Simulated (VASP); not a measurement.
# Pd (Im-3m) in VASP: single point with LDA

Aim: the single point of Pd with LDA.

All numbers are computed with VASP 6.6.1; they aren't measurements. Logs are shortened: lines on timing, memory, paths and dates and some standing lists are left out, and cuts for length are marked.

## Step 1: The cell of the first run

The structure is cubic, space group Im-3m (No. 229). Conventional cell: a = 3.145 Å, b = 3.145 Å, c = 3.145 Å, α = 90.00°, β = 90.00°, γ = 90.00°. Pd (site symmetry m-3m) has 14 Pd at 2.72 to 3.14 Å within 3.6 Å.

## Step 2: Single point, LDA

File INCAR:

```
ALGO = Normal
EDIFF = 1E-6
ENCUT = 500
GGA = CA
GGA_COMPAT = False
ISIF = 2
ISMEAR = 0
LASPH = True
LCHARG = False
LREAL = False
LWAVE = False
NBANDS = 11
NELM = 120
PREC = Accurate
SIGMA = 0.01
```

File KPOINTS:

```
Automatic mesh
0
Gamma
  8 8 8
  0.5 0.5 0.5
```

File POSCAR:

```
Pd
1.0
   -1.5722810000      1.5722810000      1.5722810000
    1.5722810000     -1.5722810000      1.5722810000
    1.5722810000      1.5722810000     -1.5722810000
Pd
1
Direct
    0.0000000000      0.0000000000      0.0000000000
```

Potentials or basis: VASP PAW LDA potentials, release 64 (Pd).

Run with:

```sh
cat potpaw_LDA.64/Pd/POTCAR > POTCAR
mpirun -np 1 vasp_std > vasp.out
```

OUTCAR:

```text
EDIFF = 1E-6
   ENCUT = 500
   GGA = CA
   ISIF = 2
   ISMEAR = 0
   LASPH = True
   LREAL = False
   NELM = 120
   PREC = Accurate

 ion  position               nearest neighbor table
   1  0.000  0.000  0.000-

  LATTYP: Found a body centered cubic cell.
 ALAT       =     3.1445620000

  Lattice vectors:

 A1 = (  -1.5722810000,   1.5722810000,   1.5722810000)
 A2 = (   1.5722810000,  -1.5722810000,   1.5722810000)
 A3 = (   1.5722810000,   1.5722810000,  -1.5722810000)

Analysis of symmetry for initial positions (statically):
=====================================================================
 Subroutine PRICEL returns:
 Original cell was already a primitive cell.

 Routine SETGRP: Setting up the symmetry group for a
 body centered cubic supercell.

 Subroutine GETGRP returns: Found 48 space group operations
 (whereof 48 operations were pure point group operations)
 out of a pool of 48 trial point group operations.

The static configuration has the point symmetry O_h .

Analysis of symmetry for dynamics (positions and initial velocities):
=====================================================================
 Subroutine PRICEL returns:
 Original cell was already a primitive cell.

 Routine SETGRP: Setting up the symmetry group for a
 body centered cubic supercell.

 Subroutine GETGRP returns: Found 48 space group operations
 (whereof 48 operations were pure point group operations)
 out of a pool of 48 trial point group operations.

The dynamic configuration has the point symmetry O_h .

 Subroutine INISYM returns: Found 48 space group operations
 (whereof 48 operations are pure point group operations),
 and found     1 'primitive' translations

----------------------------------------------------------------------------------------

                                     Primitive cell

  volume of cell :      15.5471

  direct lattice vectors                    reciprocal lattice vectors
    -1.572281000  1.572281000  1.572281000     0.000000000  0.318009313  0.318009313
     1.572281000 -1.572281000  1.572281000     0.318009313  0.000000000  0.318009313
     1.572281000  1.572281000 -1.572281000     0.318009313  0.318009313  0.000000000

  length of vectors
     2.723270576  2.723270576  2.723270576     0.449733083  0.449733083  0.449733083

  position of ions in fractional coordinates (direct lattice)
     0.000000000  0.000000000  0.000000000

  ion indices of the primitive-cell ions
   primitive index   ion index
                 1           1

----------------------------------------------------------------------------------------

 KPOINTS: Automatic mesh

Automatic generation of k-mesh.
 Grid dimensions read from file:
 generate k-points for:    8    8    8

 Generating k-lattice:

  Cartesian coordinates                     Fractional coordinates (reciprocal lattice)
     0.000000000  0.039751164  0.039751164     0.125000000  0.000000000  0.000000000
     0.039751164  0.000000000  0.039751164     0.000000000  0.125000000  0.000000000
     0.039751164  0.039751164  0.000000000     0.000000000  0.000000000  0.125000000

  Length of vectors
     0.056216635  0.056216635  0.056216635

  Shift w.r.t. Gamma in fractional coordinates (k-lattice)
     0.500000000  0.500000000  0.500000000

 Subroutine IBZKPT returns following result:
 ===========================================

 Found     26 irreducible k-points:

 Following reciprocal coordinates:
            Coordinates               Weight
  0.062500  0.062500  0.062500      8.000000
  0.187500  0.062500  0.062500     24.000000
  0.312500  0.062500  0.062500     24.000000
  0.437500  0.062500  0.062500     12.000000
 -0.062500  0.062500  0.062500      6.000000
  0.187500  0.187500  0.062500     24.000000
[... 16 lines left out ...]
 -0.312500  0.312500  0.312500      6.000000
 -0.437500  0.437500  0.312500     24.000000
 [... further k-points ...]
   k-points           NKPTS =     26   k-points in BZ     NKDIM =     26   number of bands    NBANDS=     11
   number of dos      NEDOS =    301   number of ions     NIONS =      1
   total plane-waves  NPLWV =   8000
   dimension x,y,z NGX =    20 NGY =   20 NGZ =   20
   dimension x,y,z NGXF=    40 NGYF=   40 NGZF=   40
   ions per type =               1
   NGX,Y,Z   is equivalent  to a cutoff of  12.21, 12.21, 12.21 a.u.
   NGXF,Y,Z  is equivalent  to a cutoff of  24.42, 24.42, 24.42 a.u.
 SYSTEM =  unknown system
   PREC   = accura    normal or accurate (medium, high low for compatibility)
   ISTART =      0    job   : 0-new  1-cont  2-samecut
   ICHARG =      2    charge: 1-file 2-atom 10-const
   ISPIN  =      1    spin polarized calculation?
   LNONCOLLINEAR =      F non collinear calculations
   LSORBIT =      F    spin-orbit coupling
   LASPH  =      T    aspherical Exc in radial PAW
   ENCUT  =  500.0 eV  36.75 Ry    6.06 a.u.   4.97  4.97  4.97*2*pi/ulx,y,z
   NELM   =    120;   NELMIN=  2; NELMDL= -5     # of ELM steps
   EDIFF  = 0.1E-05   stopping-criterion for ELM
   LREAL  =      F    real-space projection
   EDIFFG = 0.1E-04   stopping-criterion for IOM
   NSW    =      0    number of steps for IOM
   IBRION =     -1    ionic relax: 0-MD 1-quasi-New 2-CG
   NFREE  =      0    steps in history (QN), initial steepest desc. (CG)
   ISIF   =      2    stress and relaxation
   ISYM   =      2    0-nonsym 1-usesym 2-fastsym
   POTIM  = 0.5000    time-step for ionic-motion
   TEBEG  =    0.0;   TEEND  =   0.0 temperature during run
   PSTRESS=    0.0 pullay stress
   NELECT =      10.0000    total number of electrons
   NUPDOWN=      -1.0000    fix difference up-down
   EMIN   =  10.00;   EMAX   =-10.00  energy-range for DOS
   EFERMI =   0.00;   METHOD = LEGACY
   ISMEAR =     0;   SIGMA  =   0.01  broadening in eV -4-tet -1-fermi 0-gaus
   EFERMI_NEDOS =   21; number of points for ismear=-14 and -15
   IALGO  =     38    algorithm
   IMIX   =      4    mixing-type and parameters
     AMIX     =   0.40;   BMIX     =  1.00
     AMIX_MAG =   1.60;   BMIX_MAG =  1.00
  volume/ion in A,a.u.               =      15.55       104.92
  Fermi-wavevector in a.u.,A,eV,Ry     =   1.413160  2.670485 27.171123  1.997021
  Thomas-Fermi vector in A             =   2.534834
   LORBIT       =      0    0 simple, 1 ext, 2 COOP (PROOUT), +10 PAW based schemes
   GGA     = CA    functional components
   LHFCALC =     F    Hartree Fock is set to
   AEXX    =    0.0000 exact exchange contribution
   IVDW    =     0    specifies the selected vdW correction
   LEPSILON=     F    determine dielectric tensor
   LRPA    =     F    only Hartree local field effects (RPA)
 non-spin polarized calculation
 Gauss-broadening in eV      SIGMA  =   0.01
  energy-cutoff  :      500.00
  volume of cell :       15.55
 maximum number of plane-waves:       402
   NGX =  9   NGY =  9   NGZ =  9

 number of electron      10.0000005 magnetization

 Free energy of the ion-electron system (eV)
  ---------------------------------------------------
  ext. energy  EPLUGINS =         0.00000000
  ---------------------------------------------------
  free energy    TOTEN  =        -6.39865792 eV

  energy without entropy =       -6.39829929  energy(sigma->0) =       -6.39847860

 E-fermi :   8.7352     XC(G=0): -13.1971

 val. band max:        8.6242758841   @ k =  -0.4375  -0.4375   0.3125
 cond. band min:       8.7387946074   @ k =  -0.4375  -0.4375   0.0625
 fundamental gap:      0.1145187233
 Fermi energy:         8.7351801823

 k-point     1 :       0.0625    0.0625    0.0625
  band No.  band energies     occupation
      1       2.7029      2.00000
      2       5.7352      2.00000
      3       5.7352      2.00000
      4       6.6509      2.00000
      5       7.7363      2.00000
      6       7.7363      2.00000
      7      27.2378      0.00000
      8      27.2378      0.00000
      9      28.6172      0.00000
     10      31.5712      0.00000
     11      34.3065      0.00000

 k-point     2 :       0.1875    0.0625    0.0625
  band No.  band energies     occupation
      1       3.8835      2.00000
      2       5.3133      2.00000
      3       5.7581      2.00000
      4       7.5977      2.00000
      5       7.8803      2.00000
      6       7.9557      2.00000
      7      23.8034      0.00000
      8      25.6185      0.00000
      9      27.7539      0.00000
     10      30.0630      0.00000
     11      34.7688      0.00000

 k-point     3 :       0.3125    0.0625    0.0625
  band No.  band energies     occupation
      1       4.0996      2.00000
      2       4.9556      2.00000
      3       7.1213      2.00000
      4       7.7138      2.00000
      5       8.0028      2.00000
      6       9.8561      0.00000
      7      19.0283      0.00000
      8      23.9218      0.00000
      9      25.4468      0.00000
     10      31.7930      0.00000
     11      34.5132      0.00000

 k-point     4 :       0.4375    0.0625    0.0625
  band No.  band energies     occupation
      1       3.9569      2.00000
      2       4.8199      2.00000
      3       7.7925      2.00000
      4       8.0544      2.00000
      5       8.1062      2.00000
      6      11.5374      0.00000
      7      16.1413      0.00000
      8      23.2616      0.00000
      9      24.4504      0.00000
     10      32.5239      0.00000
     11      34.5213      0.00000

 k-point     5 :      -0.0625    0.0625    0.0625
  band No.  band energies     occupation
      1       2.1728      2.00000
      2       5.9420      2.00000
      3       5.9420      2.00000
      4       6.0317      2.00000
      5       7.6566      2.00000
      6       7.9012      2.00000
      7      27.5319      0.00000
      8      28.2292      0.00000
      9      28.2292      0.00000
     10      32.8002      0.00000
     11      34.8642      0.00000

 k-point     6 :       0.1875    0.1875    0.0625
  band No.  band energies     occupation
      1       4.6196      2.00000
      2       5.2213      2.00000
      3       5.6453      2.00000
      4       7.6764      2.00000
      5       8.0195      2.00000
      6      10.0718      0.00000
      7      21.5027      0.00000
      8      22.0924      0.00000
      9      24.8319      0.00000
     10      31.4256      0.00000
     11      34.7960      0.00000

 k-point     7 :       0.3125    0.1875    0.0625
  band No.  band energies     occupation
      1       4.5054      2.00000
      2       5.0350      2.00000
      3       6.5389      2.00000
      4       7.8314      2.00000
      5       8.1188      2.00000
      6      12.8093      0.00000
      7      17.3253      0.00000
      8      20.5573      0.00000
      9      23.8059      0.00000
     10      32.7348      0.00000
     11      34.8448      0.00000

 k-point     8 :      -0.1875    0.1875    0.0625
  band No.  band energies     occupation
      1       3.1748      2.00000
      2       5.6567      2.00000
      3       5.9872      2.00000
      4       6.7590      2.00000
      5       7.3216      2.00000
      6       8.0179      2.00000
      7      25.9284      0.00000
      8      27.2403      0.00000
      9      29.0681      0.00000
     10      31.5656      0.00000
     11      32.7495      0.00000
[... 141 lines left out ...]
 k-point    19 :      -0.3125    0.3125    0.1875
  band No.  band energies     occupation
      1       4.7317      2.00000
      2       5.7213      2.00000
      3       6.0221      2.00000
      4       6.9043      2.00000
      5       7.8518      2.00000
      6       9.4839      0.00000
      7      22.1138      0.00000
      8      25.1436      0.00000
      9      25.3626      0.00000
     10      28.5028      0.00000
     11      35.1146      0.00000

 k-point    20 :      -0.4375    0.4375    0.1875
  band No.  band energies     occupation
      1       4.4612      2.00000
      2       5.8082      2.00000
      3       5.8421      2.00000
      4       7.1666      2.00000
      5       8.9558      0.00000
      6      12.1285      0.00000
      7      17.4660      0.00000
      8      23.2387      0.00000
      9      24.6531      0.00000
     10      30.3559      0.00000
     11      35.0771      0.00000

 k-point    21 :      -0.3125    0.4375    0.1875
  band No.  band energies     occupation
      1       5.0160      2.00000
      2       5.0291      2.00000
      3       6.1991      2.00000
      4       7.3106      2.00000
      5       8.4284      2.00000
      6      11.9105      0.00000
      7      20.0270      0.00000
      8      20.6982      0.00000
      9      27.2064      0.00000
     10      27.4467      0.00000
     11      34.4175      0.00000

 k-point    22 :      -0.4375   -0.4375    0.1875
  band No.  band energies     occupation
      1       4.7240      2.00000
      2       5.2129      2.00000
      3       5.9451      2.00000
      4       7.6878      2.00000
      5       8.7438      0.22377
      6      15.0046      0.00000
      7      16.4835      0.00000
      8      19.5243      0.00000
      9      26.9282      0.00000
     10      29.3181      0.00000
     11      31.9847      0.00000

 k-point    23 :      -0.3125    0.3125    0.3125
  band No.  band energies     occupation
      1       4.9131      2.00000
      2       4.9557      2.00000
      3       7.1133      2.00000
      4       7.1133      2.00000
      5       7.8816      2.00000
      6      11.1768      0.00000
      7      22.3719      0.00000
      8      22.3719      0.00000
      9      24.7428      0.00000
     10      25.7985      0.00000
     11      34.5095      0.00000

 k-point    24 :      -0.4375    0.4375    0.3125
  band No.  band energies     occupation
      1       4.4417      2.00000
      2       4.6512      2.00000
      3       7.2543      2.00000
      4       7.6205      2.00000
      5       8.8063      0.00000
      6      14.1012      0.00000
      7      18.3215      0.00000
      8      20.3960      0.00000
      9      25.2927      0.00000
     10      27.0933      0.00000
     11      31.2696      0.00000

 [... further k-points ...]
[... 5 lines left out ...]
  --------------------------------------------------------------------------------------
  -------------------------------------------------------------------------------------
  Total       -1.5168033     -1.5168033     -1.5168033     -0.0000000      0.0000000      0.0000000
  in kB     -156.3109385   -156.3109385   -156.3109385     -0.0000000      0.0000000      0.0000000
  external PRESSURE =    -156.3109385 kB  Pullay stress =       0.0000000 kB

 VOLUME and BASIS-vectors are now :
 -----------------------------------------------------------------------------
  energy-cutoff  :      500.00
  volume of cell :       15.55
      direct lattice vectors                 reciprocal lattice vectors
    -1.572281000  1.572281000  1.572281000     0.000000000  0.318009313  0.318009313
     1.572281000 -1.572281000  1.572281000     0.318009313  0.000000000  0.318009313
     1.572281000  1.572281000 -1.572281000     0.318009313  0.318009313  0.000000000

 POSITION                                       TOTAL-FORCE (eV/Angst)
 -----------------------------------------------------------------------------------
      0.00000      0.00000      0.00000         0.000000      0.000000     -0.000000
 -----------------------------------------------------------------------------------
    total drift:                                0.000000     -0.000000      0.000000

  FREE ENERGIE OF THE ION-ELECTRON SYSTEM (eV)
  ---------------------------------------------------
  free  energy   TOTEN  =        -6.3986579159 eV

  energy  without entropy=       -6.3982992870  energy(sigma->0) =       -6.39847860
```

Wall time 3.3 s (1 thread of Intel Xeon Platinum 8375C at 2.90GHz (Ice Lake), shared host); peak memory 0.11 GiB.

Results:

```
Free energy            : -6.3987 eV
Pressure               : -15.6 GPa
Band gap on the k mesh : zero (band 5 reaches 9.06 eV, above the bottom of band 6 at 7.74 eV)
```
